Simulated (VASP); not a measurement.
# H21C10N3O2 in VASP: further runs

Runs on H21C10N3O2. Level: r2SCAN+D3(BJ). Tasks: single point.

All numbers are computed with VASP 6.6.1; they aren't measurements. Logs are shortened: lines on timing, memory, paths and dates and some standing lists are left out, and cuts for length are marked.

## Step 1: The cell of the first run

The cell holds a disordered packing, 36 atoms: a = 7.140 Å, b = 7.140 Å, c = 7.140 Å, α = 90.00°, β = 90.00°, γ = 90.00°.

## Step 2: Single point, r2SCAN+D3(BJ)

POSCAR

```
H21C10N3O2
1.0
    7.1400370000      0.0000000000      0.0000000000
    0.0000000000      7.1400370000      0.0000000000
    0.0000000000      0.0000000000      7.1400370000
C O H N
10 2 21 3
Direct
    0.8386931328      0.3746199074      0.9142669709
    0.8564521444      0.2105171164      0.7779231396
    0.1910634357      0.0758539487      0.2373937278
    0.3177574570      0.1898449546      0.1131226631
    0.5079805609      0.5354173935      0.5467058504
    0.4328408942      0.7190578984      0.5639186464
   -0.0214564714      0.5543388641      0.3514127448
   -0.0715822621      0.7035957937      0.4688070944
    0.3979811309      0.6787359785      1.0473195027
    0.5611175404      0.7848558768      1.0922072253
    1.0498545036      0.1663856924      0.7230214633
    0.4880646977      0.2496485662      0.2051529985
    1.0373475656      0.0512882496      0.6564671864
    0.7934412665      0.0919463022      0.8603036651
    0.7881051597      0.2424357185      0.6440862982
    0.6856266991      0.3902080619      0.9207655366
    0.8712279782      0.3414968298      1.0601345623
    0.9138468050      0.5028825481      0.8737629791
    0.5330084424      0.1531784779      0.2818892955
    0.3717907904      0.1146632714     -0.0089495335
    0.2472816317      0.3228134532      0.0623246070
    0.0371706757      0.0882348369      0.1946488513
    0.2167915937     -0.0689212115      0.2497185939
    0.2130661228      0.1440608781      0.3736955425
    0.6042825828      0.5244230527      0.4280790142
    0.5722519365      0.5032747029      0.6736519713
    0.4065805261      0.4273227156      0.5335546581
   -0.0682489460      0.5708093670      0.1962594872
    0.1271702093      0.5265799043      0.3489897881
   -0.0981087353      0.4323927173      0.3887374813
    0.4333310878      0.5757113023      0.9515356853
    0.3071972876      0.6243385013      1.1662684661
    0.3121132285      0.7829231137      0.9801629880
    0.3551382157      0.8637910420      0.5828541225
   -0.0776466565      0.8354158389      0.5596189488
    0.7055145513      0.8532448781      1.1137897465
```

INCAR.step1

```
PREC = Accurate
ENCUT = 1100
ISMEAR = -1
SIGMA = 0.02
LREAL = Auto
LASPH = T
NELM = 120
NBANDS = 68
GGA = PE
ALGO = Normal
EDIFF = 1E-5
LWAVE = T
LCHARG = F
GGA_COMPAT = F
```

INCAR.step2

```
PREC = Accurate
ENCUT = 1100
EDIFF = 1E-6
ISMEAR = -1
SIGMA = 0.02
LREAL = Auto
LASPH = T
NELM = 120
ALGO = Normal
ISIF = 2
LWAVE = F
LCHARG = F
METAGGA = R2SCAN
LMIXTAU = T
IVDW = 12
VDW_S6 = 1.0
VDW_S8 = 0.78981345
VDW_A1 = 0.49484001
VDW_A2 = 5.73083694
NBANDS = 68
ISTART = 1
GGA_COMPAT = F
```

KPOINTS

```
regular mesh
0
Gamma
  1 1 1
```

Potentials or basis: VASP PAW PBE potentials, release 64 (C_h, O_h, H_h, N_h).

Command:

```console
$ cat potpaw_PBE.64/C_h/POTCAR potpaw_PBE.64/O_h/POTCAR potpaw_PBE.64/H_h/POTCAR potpaw_PBE.64/N_h/POTCAR > POTCAR
$ cp INCAR.step1 INCAR
$ mpirun -np 1 vasp_gam > vasp.out
$ cp INCAR.step2 INCAR
$ mpirun -np 1 vasp_gam > vasp.out
```

OUTCAR:

```text
PREC = Accurate
   ENCUT = 1100
   EDIFF = 1E-6
   ISMEAR = -1
   LREAL = Auto
   LASPH = T
   NELM = 120
   ISIF = 2
   METAGGA = R2SCAN
   IVDW = 12
   ISTART = 1
 IVDW          = 12

 ion  position               nearest neighbor table
   1  0.839  0.375  0.914-  17 1.09  16 1.10  18 1.10
   2  0.856  0.211  0.778-  15 1.10  14 1.12  11 1.47
   3  0.191  0.076  0.237-  23 1.05  24 1.10  22 1.14   4 1.51
   4  0.318  0.190  0.113-  20 1.09  21 1.13  12 1.45   3 1.51
   5  0.508  0.535  0.547-  26 1.04  27 1.06  25 1.09   6 1.42
   6  0.433  0.719  0.564-  34 1.18   5 1.42
   7  0.979  0.554  0.351-  30 1.06  29 1.08  28 1.16   8 1.40
   8  0.928  0.704  0.469-  35 1.14   7 1.40
   9  0.398  0.679  0.047-  31 1.04  33 1.08  32 1.14  10 1.43
  10  0.561  0.785  0.092-  36 1.15   9 1.43
  11  0.050  0.166  0.723-  13 0.95   2 1.47
  12  0.488  0.250  0.205-  19 0.94   4 1.45
  13  0.037  0.051  0.656-  11 0.95
  14  0.793  0.092  0.860-   2 1.12
  15  0.788  0.242  0.644-   2 1.10
  16  0.686  0.390  0.921-   1 1.10
  17  0.871  0.341  0.060-   1 1.09
  18  0.914  0.503  0.874-   1 1.10
[... 16 lines left out ...]
  35  0.922  0.835  0.560-   8 1.14
  36  0.706  0.853  0.114-  10 1.15

  LATTYP: Found a simple cubic cell.
 ALAT       =     7.1400370000

  Lattice vectors:

 A1 = (   7.1400370000,   0.0000000000,   0.0000000000)
 A2 = (   0.0000000000,   7.1400370000,   0.0000000000)
 A3 = (   0.0000000000,   0.0000000000,   7.1400370000)

Analysis of symmetry for initial positions (statically):
=====================================================================
 Subroutine PRICEL returns:
 Original cell was already a primitive cell.

 Routine SETGRP: Setting up the symmetry group for a
 simple cubic supercell.

 Subroutine GETGRP returns: Found  1 space group operations
 (whereof  1 operations were pure point group operations)
 out of a pool of 48 trial point group operations.

The static configuration has the point symmetry C_1 .

Analysis of symmetry for dynamics (positions and initial velocities):
=====================================================================
 Subroutine PRICEL returns:
 Original cell was already a primitive cell.

 Routine SETGRP: Setting up the symmetry group for a
 simple cubic supercell.

 Subroutine GETGRP returns: Found  1 space group operations
 (whereof  1 operations were pure point group operations)
 out of a pool of 48 trial point group operations.

The dynamic configuration has the point symmetry C_1 .

 Subroutine INISYM returns: Found  1 space group operations
 (whereof  1 operations are pure point group operations),
 and found     1 'primitive' translations

----------------------------------------------------------------------------------------

                                     Primitive cell

  volume of cell :     364.0000

  direct lattice vectors                    reciprocal lattice vectors
     7.140037000  0.000000000  0.000000000     0.140055297  0.000000000  0.000000000
     0.000000000  7.140037000  0.000000000     0.000000000  0.140055297  0.000000000
     0.000000000  0.000000000  7.140037000     0.000000000  0.000000000  0.140055297

  length of vectors
     7.140037000  7.140037000  7.140037000     0.140055297  0.140055297  0.140055297

  position of ions in fractional coordinates (direct lattice)
     0.838693133  0.374619907  0.914266971
     0.856452144  0.210517116  0.777923140
     0.191063436  0.075853949  0.237393728
     0.317757457  0.189844955  0.113122663
     0.507980561  0.535417393  0.546705850
     0.432840894  0.719057898  0.563918646
[... 28 lines left out ...]
     0.922353343  0.835415839  0.559618949
     0.705514551  0.853244878  0.113789746

  ion indices of the primitive-cell ions
   primitive index   ion index
                 1           1
                 2           2
                 3           3
                 4           4
                 5           5
                 6           6
[... 28 lines left out ...]
                35          35
                36          36

----------------------------------------------------------------------------------------

 KPOINTS: regular mesh

Automatic generation of k-mesh.
 Grid dimensions read from file:
 generate k-points for:    1    1    1

 Generating k-lattice:

  Cartesian coordinates                     Fractional coordinates (reciprocal lattice)
     0.140055297  0.000000000  0.000000000     1.000000000  0.000000000  0.000000000
     0.000000000  0.140055297  0.000000000     0.000000000  1.000000000  0.000000000
     0.000000000  0.000000000  0.140055297     0.000000000  0.000000000  1.000000000

  Length of vectors
     0.140055297  0.140055297  0.140055297

  Shift w.r.t. Gamma in fractional coordinates (k-lattice)
     0.000000000  0.000000000  0.000000000

 Subroutine IBZKPT returns following result:
 ===========================================

 Found      1 irreducible k-points:

 Following reciprocal coordinates:
            Coordinates               Weight
  0.000000  0.000000  0.000000      1.000000
   k-points           NKPTS =      1   k-points in BZ     NKDIM =      1   number of bands    NBANDS=     68
   number of dos      NEDOS =    301   number of ions     NIONS =     36
   total plane-waves  NPLWV = 512000
   dimension x,y,z NGX =    80 NGY =   80 NGZ =   80
   dimension x,y,z NGXF=   160 NGYF=  160 NGZF=  160
   ions per type =              10   2  21   3
   NGX,Y,Z   is equivalent  to a cutoff of  18.63, 18.63, 18.63 a.u.
   NGXF,Y,Z  is equivalent  to a cutoff of  37.25, 37.25, 37.25 a.u.
 SYSTEM =  unknown system
   PREC   = accura    normal or accurate (medium, high low for compatibility)
   ISTART =      1    job   : 0-new  1-cont  2-samecut
   ICHARG =      0    charge: 1-file 2-atom 10-const
   ISPIN  =      1    spin polarized calculation?
   LNONCOLLINEAR =      F non collinear calculations
   LSORBIT =      F    spin-orbit coupling
   LASPH  =      T    aspherical Exc in radial PAW
   ENCUT  = 1100.0 eV  80.85 Ry    8.99 a.u.  19.31 19.31 19.31*2*pi/ulx,y,z
   NELM   =    120;   NELMIN=  2; NELMDL=  0     # of ELM steps
   EDIFF  = 0.1E-05   stopping-criterion for ELM
   LREAL  =      T    real-space projection
   EDIFFG = 0.1E-04   stopping-criterion for IOM
   NSW    =      0    number of steps for IOM
   IBRION =     -1    ionic relax: 0-MD 1-quasi-New 2-CG
   NFREE  =      0    steps in history (QN), initial steepest desc. (CG)
   ISIF   =      2    stress and relaxation
   ISYM   =      2    0-nonsym 1-usesym 2-fastsym
   POTIM  = 0.5000    time-step for ionic-motion
   TEBEG  =    0.0;   TEEND  =   0.0 temperature during run
   PSTRESS=    0.0 pullay stress
   NELECT =      88.0000    total number of electrons
   NUPDOWN=      -1.0000    fix difference up-down
   EMIN   =  10.00;   EMAX   =-10.00  energy-range for DOS
   EFERMI =   0.00;   METHOD = LEGACY
   ISMEAR =    -1;   SIGMA  =   0.02  broadening in eV -4-tet -1-fermi 0-gaus
   EFERMI_NEDOS =   21; number of points for ismear=-14 and -15
   IALGO  =     38    algorithm
   IMIX   =      4    mixing-type and parameters
     AMIX     =   0.40;   BMIX     =  1.00
     AMIX_MAG =   1.60;   BMIX_MAG =  1.00
  volume/ion in A,a.u.               =      10.11        68.23
  Fermi-wavevector in a.u.,A,eV,Ry     =   1.019848  1.927232 14.151270  1.040089
  Thomas-Fermi vector in A             =   2.153384
   LORBIT       =      0    0 simple, 1 ext, 2 COOP (PROOUT), +10 PAW based schemes
   METAGGA = R2SCAN    functional components
   LHFCALC =     F    Hartree Fock is set to
   AEXX    =    0.0000 exact exchange contribution
   IVDW    =    12    specifies the selected vdW correction
   LEPSILON=     F    determine dielectric tensor
   LRPA    =     F    only Hartree local field effects (RPA)
 non-spin polarized calculation
  energy-cutoff  :     1100.00
  volume of cell :      364.00
 maximum number of plane-waves:     15048
 NGX is ok and might be reduce to    80
   NGX = 39   NGY = 39   NGZ = 39

 number of electron      88.0000000 magnetization

 Free energy of the ion-electron system (eV)
  ---------------------------------------------------
  ext. energy  EPLUGINS =         0.00000000
  ---------------------------------------------------
  free energy    TOTEN  =      -216.49015096 eV

  energy without entropy =     -216.49015096  energy(sigma->0) =     -216.49015096

 E-fermi :  -1.3844     XC(G=0):  -7.6160

 val. band max:       -1.8703466162   @ k =   0.0000   0.0000   0.0000
 cond. band min:       3.0308755878   @ k =   0.0000   0.0000   0.0000
 fundamental gap:      4.9012222040
 Fermi energy:        -1.3844406164

 k-point     1 :       0.0000    0.0000    0.0000
  band No.  band energies     occupation
      1     -22.7035      2.00000
      2     -21.7221      2.00000
      3     -20.1572      2.00000
      4     -20.0902      2.00000
      5     -19.6700      2.00000
      6     -16.6437      2.00000
[... 48 lines left out ...]
     55       5.7238      0.00000
     56       6.1970      0.00000
 [bands above 56 left out]

------------------------ aborting loop because EDIFF is reached ----------------------------------------

 Edisp (eV)   -0.90887

 E8    (eV) :    -0.1520

  FORCE on cell =-STRESS in cart. coord.  units (eV):
  Direction    XX          YY          ZZ          XY          YZ          ZX
  --------------------------------------------------------------------------------------
  -------------------------------------------------------------------------------------
  Total      -1.11566     3.81955     0.99589    -0.37294     2.56378     3.17328
  in kB      -4.91068    16.81209     4.38350    -1.64154    11.28471    13.96748
  external pressure =        5.43 kB  Pullay stress =        0.00 kB

 VOLUME and BASIS-vectors are now :
 -----------------------------------------------------------------------------
  energy-cutoff  :     1100.00
  volume of cell :      364.00
      direct lattice vectors                 reciprocal lattice vectors
     7.140037000  0.000000000  0.000000000     0.140055297  0.000000000  0.000000000
     0.000000000  7.140037000  0.000000000     0.000000000  0.140055297  0.000000000
     0.000000000  0.000000000  7.140037000     0.000000000  0.000000000  0.140055297

 POSITION                                       TOTAL-FORCE (eV/Angst)
 -----------------------------------------------------------------------------------
      5.98830      2.67480      6.52790        -0.277954     -0.226785     -0.366361
      6.11510      1.50310      5.55440         1.368958     -0.536312      0.637321
      1.36420      0.54160      1.69500        -1.730616      2.143806     -0.001864
      2.26880      1.35550      0.80770         0.649379      0.413125     -1.117125
      3.62700      3.82290      3.90350         0.384775      0.393809     -1.112325
      3.09050      5.13410      4.02640        -2.318585      2.993310      0.259224
[... 28 lines left out ...]
      6.58564      5.96490      3.99570        -0.663354      0.467627      0.608550
      5.03740      6.09220      0.81246         0.114760      0.469221      0.183950
 -----------------------------------------------------------------------------------
    total drift:                               -0.003761     -0.003239      0.002391

  FREE ENERGIE OF THE ION-ELECTRON SYSTEM (eV)
  ---------------------------------------------------
  free  energy   TOTEN  =      -217.3990226361 eV

  energy  without entropy=     -217.3990226361  energy(sigma->0) =     -217.39902264
```

It took 5.3 min on 1 thread of Intel Xeon Platinum 8488C (Sapphire Rapids), shared host; peak memory 1.1 GiB.

What came out:

| Quantity | Value |
| --- | --- |
| Free energy | -217.3990 eV |
| Pressure | 0.5 GPa |
| Largest force | 3.795 eV/Å |
| Band gap on the k mesh | 4.90 eV |
| Dispersion energy per atom | -0.025 eV |

Forces in eV/Å, atoms in the order of the input:
```
C   -0.278 -0.227 -0.366
C    1.369 -0.536  0.637
C   -1.731  2.144 -0.002
C    0.649  0.413 -1.117
C    0.385  0.394 -1.112
C   -2.319  2.993  0.259
C   -0.818 -0.642 -2.953
C    0.800  0.690 -0.267
C   -1.793  1.475  1.891
C    0.669 -0.813  0.516
O   -0.913  1.362  1.300
O   -0.828  1.623 -0.386
H    0.069 -0.742 -0.342
H    0.216  0.348 -1.164
H   -0.618 -0.181  0.363
H    0.251  0.625  0.027
H    0.359 -0.404 -0.342
H   -0.374 -0.151 -0.113
H    0.417 -1.277  0.700
H   -0.674 -0.046 -0.329
H    0.497 -1.215  0.421
H    1.461 -0.010  0.371
H    0.611 -0.997  0.065
H   -0.600 -0.523  0.101
H   -0.099 -0.014  0.248
H    1.412 -0.364  1.408
H   -1.056 -0.461 -0.399
H    0.544  0.505  1.865
H    0.224 -0.096  0.367
H   -0.101 -1.110  0.522
H    0.303 -1.596 -1.126
H    1.463  0.421 -0.936
H   -0.719  0.044 -0.639
N    1.770 -2.571 -0.261
N   -0.663  0.468  0.609
N    0.115  0.469  0.184
```

Stress tensor (GPa, compression positive):
```
-0.49 -0.16  1.40
-0.16  1.68  1.13
 1.40  1.13  0.44
```

Levels at points of the mesh, in eV from the valence-band top:
```
           k point  band 41  band 42  band 43  band 44  band 45  band 46  band 47  band 48
(0.00, 0.00, 0.00)    -2.08    -1.61    -0.52     0.00     4.90     5.24     5.44     5.57
```

Caveat: the k points lie up to 0.88 Å⁻¹ apart; the PAW data sets were made with another functional, which shifts forces and pressure a little.

(Part 1 of 2 ends here.)
